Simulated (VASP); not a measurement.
# AlN (Fm-3m) in VASP: notebook

The runs below take AlN through single point, with PBE, r2SCAN.

Everything below comes from runs of VASP 6.6.1. Logs are shortened: lines on timing, memory, paths and dates and some standing lists are left out, and cuts for length are marked.

### Step 1. The cell of the first run

Symmetry: Fm-3m, No. 225, cubic system. Conventional cell: a = 4.038 Å, b = 4.038 Å, c = 4.038 Å, α = 90.00°, β = 90.00°, γ = 90.00°. Al (site symmetry m-3m) has 6 N at 2.02 Å within 2.7 Å. Within 2.7 Å of N (site symmetry m-3m) lie 6 Al at 2.02 Å.

### Step 2. Single point, PBE

The input, INCAR:

```
SYSTEM = AlN
ALGO = Normal
EDIFF = 1E-7
ENCUT = 520
GGA = PE
ISIF = 2
ISMEAR = 0
LASPH = .True.
LCHARG = .True.
LELF = .True.
LREAL = .False.
LVHAR = .True.
LWAVE = .False.
NBANDS = 11
NELM = 80
PREC = Accurate
SIGMA = 0.01
```

The input, KPOINTS:

```
k-points
0
Gamma
  8 8 8
  0 0 0
```

The input, POSCAR:

```
AlN
1.0
    0.0000000000      2.0188684454      2.0188684454
    2.0188684454      0.0000000000      2.0188684454
    2.0188684454      2.0188684454      0.0000000000
Al N
1 1
Direct
    0.0000000000      0.0000000000      0.0000000000
    0.5000000000      0.5000000000      0.5000000000
```

Potentials or basis: VASP PAW PBE potentials, release 64 (Al, N).

Run with:

```
$ cat potpaw_PBE.64/Al/POTCAR potpaw_PBE.64/N/POTCAR > POTCAR
$ mpirun -np 1 vasp_std > vasp.out
```

OUTCAR:

```text
SYSTEM = AlN
   EDIFF = 1E-7
   ENCUT = 520
   GGA = PE
   ISIF = 2
   ISMEAR = 0
   LASPH = .True.
   LREAL = .False.
   NELM = 80
   PREC = Accurate

 ion  position               nearest neighbor table
   1  0.000  0.000  0.000-   2 2.02   2 2.02   2 2.02   2 2.02   2 2.02   2 2.02
   2  0.500  0.500  0.500-   1 2.02   1 2.02   1 2.02   1 2.02   1 2.02   1 2.02

  LATTYP: Found a face centered cubic cell.
 ALAT       =     4.0377368908

  Lattice vectors:

 A1 = (   0.0000000000,   2.0188684454,   2.0188684454)
 A2 = (   2.0188684454,   0.0000000000,   2.0188684454)
 A3 = (   2.0188684454,   2.0188684454,   0.0000000000)

Analysis of symmetry for initial positions (statically):
=====================================================================
 Subroutine PRICEL returns:
 Original cell was already a primitive cell.

 Routine SETGRP: Setting up the symmetry group for a
 face centered cubic supercell.

 Subroutine GETGRP returns: Found 48 space group operations
 (whereof 48 operations were pure point group operations)
 out of a pool of 48 trial point group operations.

The static configuration has the point symmetry O_h .

Analysis of symmetry for dynamics (positions and initial velocities):
=====================================================================
 Subroutine PRICEL returns:
 Original cell was already a primitive cell.

 Routine SETGRP: Setting up the symmetry group for a
 face centered cubic supercell.

 Subroutine GETGRP returns: Found 48 space group operations
 (whereof 48 operations were pure point group operations)
 out of a pool of 48 trial point group operations.

The dynamic configuration has the point symmetry O_h .

 Subroutine INISYM returns: Found 48 space group operations
 (whereof 48 operations are pure point group operations),
 and found     1 'primitive' translations

----------------------------------------------------------------------------------------

                                     Primitive cell

  volume of cell :      16.4571

  direct lattice vectors                    reciprocal lattice vectors
     0.000000000  2.018868445  2.018868445    -0.247663488  0.247663488  0.247663488
     2.018868445  0.000000000  2.018868445     0.247663488 -0.247663488  0.247663488
     2.018868445  2.018868445  0.000000000     0.247663488  0.247663488 -0.247663488

  length of vectors
     2.855111136  2.855111136  2.855111136     0.428965744  0.428965744  0.428965744

  position of ions in fractional coordinates (direct lattice)
     0.000000000  0.000000000  0.000000000
     0.500000000  0.500000000  0.500000000

  ion indices of the primitive-cell ions
   primitive index   ion index
                 1           1
                 2           2

----------------------------------------------------------------------------------------

 KPOINTS: k-points

Automatic generation of k-mesh.
 Grid dimensions read from file:
 generate k-points for:    8    8    8

 Generating k-lattice:

  Cartesian coordinates                     Fractional coordinates (reciprocal lattice)
    -0.030957936  0.030957936  0.030957936     0.125000000  0.000000000  0.000000000
     0.030957936 -0.030957936  0.030957936     0.000000000  0.125000000  0.000000000
     0.030957936  0.030957936 -0.030957936     0.000000000  0.000000000  0.125000000

  Length of vectors
     0.053620718  0.053620718  0.053620718

  Shift w.r.t. Gamma in fractional coordinates (k-lattice)
     0.000000000  0.000000000  0.000000000

 Subroutine IBZKPT returns following result:
 ===========================================

 Found     29 irreducible k-points:

 Following reciprocal coordinates:
            Coordinates               Weight
  0.000000  0.000000  0.000000      1.000000
  0.125000  0.000000  0.000000      8.000000
  0.250000  0.000000  0.000000      8.000000
  0.375000  0.000000  0.000000      8.000000
  0.500000  0.000000  0.000000      4.000000
  0.125000  0.125000  0.000000      6.000000
[... 16 lines left out ...]
  0.500000  0.250000  0.125000     48.000000
 -0.375000  0.250000  0.125000     24.000000
 [... further k-points ...]
   k-points           NKPTS =     29   k-points in BZ     NKDIM =     29   number of bands    NBANDS=     11
   number of dos      NEDOS =    301   number of ions     NIONS =      2
   total plane-waves  NPLWV =  13824
   dimension x,y,z NGX =    24 NGY =   24 NGZ =   24
   dimension x,y,z NGXF=    48 NGYF=   48 NGZF=   48
   ions per type =               1   1
   NGX,Y,Z   is equivalent  to a cutoff of  13.97, 13.97, 13.97 a.u.
   NGXF,Y,Z  is equivalent  to a cutoff of  27.95, 27.95, 27.95 a.u.
 SYSTEM =  AlN
   PREC   = accura    normal or accurate (medium, high low for compatibility)
   ISTART =      0    job   : 0-new  1-cont  2-samecut
   ICHARG =      2    charge: 1-file 2-atom 10-const
   ISPIN  =      1    spin polarized calculation?
   LNONCOLLINEAR =      F non collinear calculations
   LSORBIT =      F    spin-orbit coupling
   LASPH  =      T    aspherical Exc in radial PAW
   ENCUT  =  520.0 eV  38.22 Ry    6.18 a.u.   5.31  5.31  5.31*2*pi/ulx,y,z
   NELM   =     80;   NELMIN=  2; NELMDL= -5     # of ELM steps
   EDIFF  = 0.1E-06   stopping-criterion for ELM
   LREAL  =      F    real-space projection
   EDIFFG = 0.1E-05   stopping-criterion for IOM
   NSW    =      0    number of steps for IOM
   IBRION =     -1    ionic relax: 0-MD 1-quasi-New 2-CG
   NFREE  =      0    steps in history (QN), initial steepest desc. (CG)
   ISIF   =      2    stress and relaxation
   ISYM   =      2    0-nonsym 1-usesym 2-fastsym
   POTIM  = 0.5000    time-step for ionic-motion
   TEBEG  =    0.0;   TEEND  =   0.0 temperature during run
   PSTRESS=    0.0 pullay stress
   NELECT =       8.0000    total number of electrons
   NUPDOWN=      -1.0000    fix difference up-down
   EMIN   =  10.00;   EMAX   =-10.00  energy-range for DOS
   EFERMI =   0.00;   METHOD = LEGACY
   ISMEAR =     0;   SIGMA  =   0.01  broadening in eV -4-tet -1-fermi 0-gaus
   EFERMI_NEDOS =   21; number of points for ismear=-14 and -15
   IALGO  =     38    algorithm
   IMIX   =      4    mixing-type and parameters
     AMIX     =   0.40;   BMIX     =  1.00
     AMIX_MAG =   1.60;   BMIX_MAG =  1.00
  volume/ion in A,a.u.               =       8.23        55.53
  Fermi-wavevector in a.u.,A,eV,Ry     =   1.287222  2.432497 22.544046  1.656941
  Thomas-Fermi vector in A             =   2.419249
   LORBIT       =      0    0 simple, 1 ext, 2 COOP (PROOUT), +10 PAW based schemes
   GGA     = PE    functional components
   LHFCALC =     F    Hartree Fock is set to
   AEXX    =    0.0000 exact exchange contribution
   IVDW    =     0    specifies the selected vdW correction
   LEPSILON=     F    determine dielectric tensor
   LRPA    =     F    only Hartree local field effects (RPA)
 non-spin polarized calculation
 Gauss-broadening in eV      SIGMA  =   0.01
  energy-cutoff  :      520.00
  volume of cell :       16.46
 maximum number of plane-waves:       459
 NGX is ok and might be reduce to    24
   NGX = 11   NGY = 11   NGZ = 11

 number of electron       7.9999999 magnetization

 Free energy of the ion-electron system (eV)
  ---------------------------------------------------
  ext. energy  EPLUGINS =         0.00000000
  ---------------------------------------------------
  free energy    TOTEN  =       -14.53800321 eV

  energy without entropy =      -14.53800321  energy(sigma->0) =      -14.53800321

 E-fermi :  10.1293     XC(G=0): -12.3045

 val. band max:       10.0167481085   @ k =   0.0000   0.0000   0.0000
 cond. band min:      14.6620827478   @ k =   0.5000   0.5000   0.0000
 fundamental gap:      4.6453346393
 Fermi energy:        10.1293036576

 k-point     1 :       0.0000    0.0000    0.0000
  band No.  band energies     occupation
      1      -7.5732      2.00000
      2      10.0167      2.00000
      3      10.0167      2.00000
      4      10.0167      2.00000
      5      15.7548      0.00000
      6      22.1970      0.00000
      7      22.1970      0.00000
      8      22.1970      0.00000
      9      27.3490      0.00000
     10      27.8364      0.00000
     11      27.8364      0.00000

 k-point     2 :       0.1250    0.0000    0.0000
  band No.  band energies     occupation
      1      -7.2526      2.00000
      2       8.5182      2.00000
      3       9.8302      2.00000
      4       9.8302      2.00000
      5      16.6116      0.00000
      6      21.0345      0.00000
      7      22.6192      0.00000
      8      22.6192      0.00000
      9      25.9328      0.00000
     10      25.9328      0.00000
     11      28.2394      0.00000

 k-point     3 :       0.2500    0.0000    0.0000
  band No.  band energies     occupation
      1      -6.3403      2.00000
      2       5.6690      2.00000
      3       9.4248      2.00000
      4       9.4248      2.00000
      5      16.9342      0.00000
      6      21.1884      0.00000
      7      22.3689      0.00000
      8      22.3689      0.00000
      9      26.2481      0.00000
     10      26.2481      0.00000
     11      27.2350      0.00000

 k-point     4 :       0.3750    0.0000    0.0000
  band No.  band energies     occupation
      1      -5.0687      2.00000
      2       2.9702      2.00000
      3       9.0688      2.00000
      4       9.0688      2.00000
      5      16.4064      0.00000
      6      21.4209      0.00000
      7      21.4209      0.00000
      8      22.6915      0.00000
      9      26.3868      0.00000
     10      28.8495      0.00000
     11      28.8495      0.00000

 k-point     5 :       0.5000    0.0000    0.0000
  band No.  band energies     occupation
      1      -4.2958      2.00000
      2       1.6874      2.00000
      3       8.9327      2.00000
      4       8.9327      2.00000
      5      16.1781      0.00000
      6      21.0496      0.00000
      7      21.0497      0.00000
      8      23.3800      0.00000
      9      26.1567      0.00000
     10      30.7430      0.00000
     11      30.7430      0.00000
[... 211 lines left out ...]
 k-point    21 :       0.5000    0.5000    0.0000
  band No.  band energies     occupation
      1      -3.3087      2.00000
      2       2.6082      2.00000
      3       7.2086      2.00000
      4       7.2086      2.00000
      5      14.6621      0.00000
      6      15.3134      0.00000
      7      24.1179      0.00000
      8      27.3313      0.00000
      9      27.3313      0.00000
     10      33.2462      0.00000
     11      36.1782      0.00000

 k-point    22 :       0.3750    0.2500    0.1250
  band No.  band energies     occupation
      1      -5.5878      2.00000
      2       5.2912      2.00000
      3       7.4508      2.00000
      4       8.8315      2.00000
      5      18.7167      0.00000
      6      18.8470      0.00000
      7      20.3206      0.00000
      8      23.9381      0.00000
      9      25.2403      0.00000
     10      29.6650      0.00000
     11      31.6010      0.00000

 k-point    23 :       0.5000    0.2500    0.1250
  band No.  band energies     occupation
      1      -4.4478      2.00000
      2       3.5452      2.00000
      3       6.5269      2.00000
      4       8.2947      2.00000
      5      18.3890      0.00000
      6      19.2055      0.00000
      7      20.8844      0.00000
      8      23.3368      0.00000
      9      27.0222      0.00000
     10      30.2039      0.00000
     11      32.0362      0.00000

 k-point    24 :      -0.3750    0.2500    0.1250
  band No.  band energies     occupation
      1      -3.7947      2.00000
      2       2.5723      2.00000
      3       6.3041      2.00000
      4       8.0276      2.00000
      5      18.4751      0.00000
      6      18.6117      0.00000
      7      22.3718      0.00000
      8      22.8491      0.00000
      9      28.2117      0.00000
     10      29.1275      0.00000
     11      32.5364      0.00000

 [... further k-points ...]
[... 5 lines left out ...]
  --------------------------------------------------------------------------------------
  -------------------------------------------------------------------------------------
  Total        0.6289757      0.6289757      0.6289757     -0.0000000      0.0000000     -0.0000000
  in kB       61.2336872     61.2336872     61.2336872     -0.0000000      0.0000000     -0.0000000
  external PRESSURE =      61.2336872 kB  Pullay stress =       0.0000000 kB

 VOLUME and BASIS-vectors are now :
 -----------------------------------------------------------------------------
  energy-cutoff  :      520.00
  volume of cell :       16.46
      direct lattice vectors                 reciprocal lattice vectors
     0.000000000  2.018868445  2.018868445    -0.247663488  0.247663488  0.247663488
     2.018868445  0.000000000  2.018868445     0.247663488 -0.247663488  0.247663488
     2.018868445  2.018868445  0.000000000     0.247663488  0.247663488 -0.247663488

 POSITION                                       TOTAL-FORCE (eV/Angst)
 -----------------------------------------------------------------------------------
      0.00000      0.00000      0.00000        -0.000000     -0.000000      0.000000
      2.01887      2.01887      2.01887         0.000000      0.000000      0.000000
 -----------------------------------------------------------------------------------
    total drift:                               -0.000000     -0.000000      0.000000

  FREE ENERGIE OF THE ION-ELECTRON SYSTEM (eV)
  ---------------------------------------------------
  free  energy   TOTEN  =       -14.5380032063 eV

  energy  without entropy=      -14.5380032063  energy(sigma->0) =      -14.53800321
```

It took 3 s on 1 thread of Intel Xeon 6975P-C (Granite Rapids), shared host; peak memory 0.12 GiB.

What came out:

```yaml
Free_energy: -14.5380 eV
Pressure: 6.1 GPa
Band_gap_on_the_k_mesh: 4.65 eV, indirect (least direct gap 5.74 eV)
```

A k mesh can miss the band edges. A hybrid or GW would open this gap; PBE tends to underestimate it.

### Step 3. Single point, r2SCAN

POSCAR is that of step 2.

The input, INCAR.step1:

```
ALGO = Normal
EDIFF = 1E-4
ENCUT = 520
GGA = PE
ISMEAR = 0
LASPH = T
LCHARG = F
LREAL = F
LWAVE = T
NBANDS = 11
NELM = 100
PREC = Accurate
SIGMA = 0.01
```

The input, INCAR.step2:

```
ALGO = Normal
EDIFF = 1E-7
ENCUT = 520
ISIF = 2
ISMEAR = 0
ISTART = 1
LASPH = T
LCHARG = T
LELF = T
LMIXTAU = T
LREAL = F
LVHAR = T
LWAVE = F
METAGGA = R2SCAN
NBANDS = 11
NELM = 100
PREC = Accurate
SIGMA = 0.01
```

The input, KPOINTS:

```
k-points
0
Gamma
  8 8 8
```

Potentials or basis: VASP PAW PBE potentials, release 64 (Al, N).

Run with:

```
$ cat potpaw_PBE.64/Al/POTCAR potpaw_PBE.64/N/POTCAR > POTCAR
$ cp INCAR.step1 INCAR
$ mpirun -np 1 vasp_std > vasp.out
$ cp INCAR.step2 INCAR
$ mpirun -np 1 vasp_std > vasp.out
```

Wall time 13 s (1 thread of Intel Xeon 6975P-C (Granite Rapids), shared host); peak memory 0.13 GiB.

Results (log left out):

```yaml
Free_energy: -18.8966 eV
Pressure: -0.8 GPa
Band_gap_on_the_k_mesh: 5.53 eV, indirect (least direct gap 6.58 eV)
```

Levels at points of the mesh, in eV from the valence-band top:
```tsv
k point	band 1	band 2	band 3	band 4	band 5	band 6	band 7	band 8
(0.00, 0.00, 0.00)	-18.44	0.00	0.00	0.00	6.58	12.93	12.93	12.93
(0.50, 0.00, 0.00)	-15.18	-8.47	-1.16	-1.16	6.94	11.94	11.94	14.70
(0.50, 0.50, 0.00)	-14.21	-7.57	-2.91	-2.91	5.53	5.97	15.43	18.77
```

Caveat: the PAW data sets were made with another functional, which shifts forces and pressure a little.
